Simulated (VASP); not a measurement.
Here is a VASP 6.6.1 calculation.

File INCAR:

```
ALGO = Normal
EDIFF = 1E-6
ENCUT = 520
GGA = PE
ISIF = 2
ISMEAR = 0
LASPH = T
LCHARG = F
LREAL = F
LWAVE = F
NBANDS = 63
NELM = 100
PREC = Accurate
SIGMA = 0.2
```

KPOINTS

```
k-points
0
Gamma
  6 6 2
```

The input POSCAR:

```
Zr2TiN3
1.0
    3.1783115487      0.0000000000      0.0000000000
   -1.5891557743      2.7524985423      0.0000000000
    0.0000000000      0.0000000000     15.4964950099
Zr Ti N
4 2 6
Direct
    0.6666666667      0.3333333333      0.4125354632
    0.6666666667      0.3333333333      0.9125354632
    0.3333333333      0.6666666667      0.0874645368
    0.3333333333      0.6666666667      0.5874645368
    0.0000000000      0.0000000000      0.2500000000
    0.0000000000      0.0000000000      0.7500000000
    0.3333333333      0.6666666667      0.3263923500
    0.3333333333      0.6666666667      0.8263923500
    0.6666666667      0.3333333333      0.1736076500
    0.6666666667      0.3333333333      0.6736076500
    0.0000000000      0.0000000000      0.5000000000
    0.0000000000      0.0000000000      0.0000000000
```

Potentials or basis: VASP PAW PBE potentials, release 64 (Zr_sv, Ti_sv, N).

The run is started by

```sh
$ cat potpaw_PBE.64/Zr_sv/POTCAR potpaw_PBE.64/Ti_sv/POTCAR potpaw_PBE.64/N/POTCAR > POTCAR
$ mpirun -np 1 vasp_std > vasp.out
```

(1) What does it give for the pressure?

(2) What does it give for the largest force?

(3) What does it give for the band gap on the k mesh?

Answers

(1) 0.2 GPa.

(2) 0.043 eV/Å.

(3) zero (band 51 reaches 12.39 eV, above the bottom of band 52 at 11.26 eV).

Caveat: the k points lie up to 0.38 Å⁻¹ apart.
